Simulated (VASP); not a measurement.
# Al4N3 (a cell with a defect) in VASP: a series of runs, part 2 of 2

VASP 6.6.1. The steps go on from the part before.

### Step 3. Single point, PBE, collinear spin, ferromagnetic start

INCAR reads:

```
SYSTEM = Al4N3
ALGO = Normal
EDIFF = 1E-6
ENCUT = 520
GGA = PE
ISIF = 2
ISMEAR = 0
ISPIN = 2
LASPH = .True.
LCHARG = .True.
LELF = .True.
LORBIT = 11
LREAL = .False.
LVHAR = .True.
LWAVE = .False.
MAGMOM = 0.25 0.25 0.25 0.25 0 0 0
NBANDS = 26
NELM = 150
PREC = Accurate
SIGMA = 0.01
```

KPOINTS reads:

```
k-points
0
Gamma
  3 3 3
  0 0 0
```

POSCAR reads:

```
Al4N3
1.0
    0.0000000000     -4.4031742015      0.0000000000
    0.0000000000      0.0000000000     -4.4031742015
    4.4031742015      0.0000000000      0.0000000000
Al N
4 3
Direct
   -0.0033696746     -0.0033696746     -0.0033696746
    0.5033696746     -0.0033696746      0.5033696746
   -0.0033696746      0.5033696746      0.5033696746
    0.5033696746      0.5033696746     -0.0033696746
    0.2500000000      0.7500000000      0.2500000000
    0.7500000000      0.2500000000      0.2500000000
    0.2500000000      0.2500000000      0.7500000000
```

Potentials or basis: VASP PAW PBE potentials, release 64 (Al, N).

Launch:

```console
$ cat potpaw_PBE.64/Al/POTCAR potpaw_PBE.64/N/POTCAR > POTCAR
$ mpirun -np 1 vasp_std > vasp.out
```

Run time: 28 s. Hardware: 1 thread of Intel Xeon Platinum 8488C (Sapphire Rapids), shared host; peak memory 0.22 GiB.

The run converged. Its results:

- Free energy: -45.9686 eV
- Pressure: -2.7 GPa
- Largest force: 0.016 eV/Å
- Net moment: 0.48 μB per cell
- Site moments: Al +0.02; N +0.02 μB
- Valence electrons inside the program's atomic spheres: Al 0.77; N 3.81

Forces in eV/Å, atoms in the order of the input:
```
Al   0.009 -0.009 -0.009
Al  -0.009  0.009 -0.009
Al  -0.009 -0.009  0.009
Al   0.009  0.009  0.009
N    0.000  0.000  0.000
N    0.000  0.000  0.000
N    0.000  0.000  0.000
```

Levels at points of the mesh, in eV from the Fermi level:
Spin up:
| k point | band 12 | band 13 | band 14 | band 15 | band 16 | band 17 |
| --- | --- | --- | --- | --- | --- | --- |
| (0.00, 0.00, 0.00) | -4.17 | -4.17 | -0.33 | -0.33 | 0.33 | 2.85 |
Spin down:
| k point | band 11 | band 12 | band 13 | band 14 | band 15 | band 16 |
| --- | --- | --- | --- | --- | --- | --- |
| (0.00, 0.00, 0.00) | -4.13 | -4.13 | -4.13 | 0.00 | 0.00 | 0.37 |

Caveat: the k points lie up to 0.48 Å⁻¹ apart.

### Step 4. Single point, PBE, collinear spin, ferromagnetic start

INCAR reads:

```
ALGO     = Normal         # electronic algorithm
EDIFF    = 1E-6           # SCF threshold, eV
ENCUT    = 520            # plane-wave cutoff, eV
GGA      = PE             # functional
ISIF     = 2              # what is computed and relaxed
ISMEAR   = 0              # smearing method
ISPIN    = 2              # spin polarisation
LASPH    = T              # aspherical terms in the spheres
LCHARG   = F              # write CHGCAR
LORBIT   = 11             # projections on sites
LREAL    = F              # projectors in reciprocal space
LWAVE    = F              # write WAVECAR
MAGMOM   = 0.25 0.25 0.25 0.25 0 0 0 # initial moments
NBANDS   = 26             # bands
NELECT   = 25.0         
NELM     = 150            # most SCF steps
PREC     = Accurate       # precision mode
SIGMA    = 0.01           # smearing width, eV
```

KPOINTS reads:

```
k-points
0
Gamma
  3 3 3
```

POSCAR reads:

```
Al4N3
1.0
    0.0000000000     -4.4031742015      0.0000000000
    0.0000000000      0.0000000000     -4.4031742015
    4.4031742015      0.0000000000      0.0000000000
Al N
4 3
Direct
    0.0150809943      0.0150809943      0.0150809943
    0.4849190057      0.0150809943      0.4849190057
    0.0150809943      0.4849190057      0.4849190057
    0.4849190057      0.4849190057      0.0150809943
    0.2500000000      0.7500000000      0.2500000000
    0.7500000000      0.2500000000      0.2500000000
    0.2500000000      0.2500000000      0.7500000000
```

Potentials or basis: VASP PAW PBE potentials, release 64 (Al, N).

Launch:

```console
$ cat potpaw_PBE.64/Al/POTCAR potpaw_PBE.64/N/POTCAR > POTCAR
$ mpirun -np 1 vasp_std > vasp.out
```

OUTCAR:

```text
EDIFF = 1E-6
   ENCUT = 520
   GGA = PE
   ISIF = 2
   ISMEAR = 0
   ISPIN = 2
   LASPH = T
   LORBIT = 11
   LREAL = F
   NELECT = 25.0
   NELM = 150
   PREC = Accurate

 ion  position               nearest neighbor table
   1  0.015  0.015  0.015-   5 1.87   6 1.87   7 1.87   2 2.93   3 2.93   4 2.93   2 3.12   3 3.12
                             3 3.12   4 3.12   2 3.12   4 3.12   3 3.30   2 3.30   4 3.30
   2  0.485  0.015  0.485-   5 1.87   6 1.87   7 1.87   1 2.93   3 2.93   4 2.93   1 3.12   4 3.12
                             1 3.12   3 3.12   3 3.12   4 3.12   4 3.30   1 3.30   3 3.30
   3  0.015  0.485  0.485-   5 1.87   6 1.87   7 1.87   1 2.93   2 2.93   4 2.93   1 3.12   4 3.12
                             1 3.12   2 3.12   2 3.12   4 3.12   4 3.30   1 3.30   2 3.30
   4  0.485  0.485  0.015-   5 1.87   6 1.87   7 1.87   1 2.93   2 2.93   3 2.93   1 3.12   2 3.12
[... 448 lines left out ...]
      0.06640     -2.13518     -2.13518         0.012244      0.012244      0.012244
      1.10079     -1.10079     -3.30238         0.000000     -0.000000      0.000000
      1.10079     -3.30238     -1.10079        -0.000000     -0.000000      0.000000
      3.30238     -1.10079     -1.10079        -0.000000     -0.000000     -0.000000
 -----------------------------------------------------------------------------------
    total drift:                               -0.000000     -0.000000     -0.000000

  FREE ENERGIE OF THE ION-ELECTRON SYSTEM (eV)
  ---------------------------------------------------
  free  energy   TOTEN  =       -60.3038260987 eV

  energy  without entropy=      -60.3031992214  energy(sigma->0) =      -60.30351266

 total charge

# of ion       s       p       d       tot
------------------------------------------
    1        0.359   0.365   0.000   0.724
    2        0.359   0.365   0.000   0.724
    3        0.359   0.365   0.000   0.724
    4        0.359   0.365   0.000   0.724
    5        1.230   2.555   0.000   3.785
    6        1.230   2.555   0.000   3.785
    7        1.230   2.555   0.000   3.785
--------------------------------------------------
tot          5.127   9.124   0.000  14.251

 magnetization (x)

# of ion       s       p       d       tot
------------------------------------------
    1        0.001   0.003   0.000   0.004
    2        0.001   0.003   0.000   0.004
    3        0.001   0.003   0.000   0.004
    4        0.001   0.003   0.000   0.004
    5        0.001   0.005   0.000   0.006
    6        0.001   0.005   0.000   0.006
    7        0.001   0.005   0.000   0.006
--------------------------------------------------
tot          0.006   0.027   0.000   0.034
```

It took 25 s on 1 thread of Intel Xeon Platinum 8488C (Sapphire Rapids), shared host; peak memory 0.22 GiB.

Results:

```
Free energy                                           : -60.3038 eV
Largest force                                         : 0.021 eV/Å
Net moment                                            : 0.11 μB per cell
Valence electrons inside the program's atomic spheres : Al 0.72; N 3.79
```

Forces in eV/Å, atoms in the order of the input:
```
Al   0.012 -0.012 -0.012
Al  -0.012  0.012 -0.012
Al  -0.012 -0.012  0.012
Al   0.012  0.012  0.012
N    0.000  0.000  0.000
N    0.000  0.000  0.000
N    0.000  0.000  0.000
```

Levels at points of the mesh, in eV from the Fermi level:
Spin up:
```tsv
k point	band 11	band 12	band 13	band 14	band 15	band 16
(0.00, 0.00, 0.00)	-1.65	-1.65	-1.65	2.14	3.66	3.66
```
Spin down:
```tsv
k point	band 10	band 11	band 12	band 13	band 14	band 15
(0.00, 0.00, 0.00)	-1.94	-1.64	-1.64	-1.64	2.16	3.71
```

Caveat: the k points lie up to 0.48 Å⁻¹ apart; the cell carries a net charge on a neutralising background, which shifts energy and pressure; the cell is charged against a uniform background, so pressure and absolute levels hang on convention.
